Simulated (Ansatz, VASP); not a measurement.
## NaCa2 in VASP and in Ansatz

```
Na Ca
1.0
     0.00000    5.19103    5.19103
     5.19103    0.00000    5.19103
     5.19103    5.19103    0.00000
Na Ca
2 4
Direct
  0.50000 0.50000 0.50000
  0.75000 0.75000 0.75000
  0.12500 0.12500 0.12500
  0.62500 0.12500 0.12500
  0.12500 0.12500 0.62500
  0.12500 0.62500 0.12500
```

Alike in both runs: functional PBE; k mesh 6 × 6 × 6; occupations gaussian, width 0.1 eV; no spin polarisation.

Ansatz relaxed the structure, and its values are those at the end. VASP's run is a single point on that final structure, the one shown.

|  | VASP | Ansatz |
| --- | --- | --- |
| version | VASP 6.6.1 | Ansatz 0.2.0 |
| potentials or method | VASP PAW PBE potentials, release 64 (Na_pv, Ca_sv), cutoff 520 eV | scalar-relativistic, plane waves, PAW |
| valence electrons in the cell | 54 | 58 |

|  | VASP | Ansatz | Ansatz less VASP |
| --- | --- | --- | --- |
| gap on the k mesh at the Fermi level (eV) | none | none | - |
| pressure (GPa) | 0.0 | 0.0 | 0.00 |

A gap of «none» marks a metal or a gap that the smearing closes. VASP's potentials hold 54 valence electrons a cell and Ansatz's 58, so a difference there can come from the potentials and not from the codes.
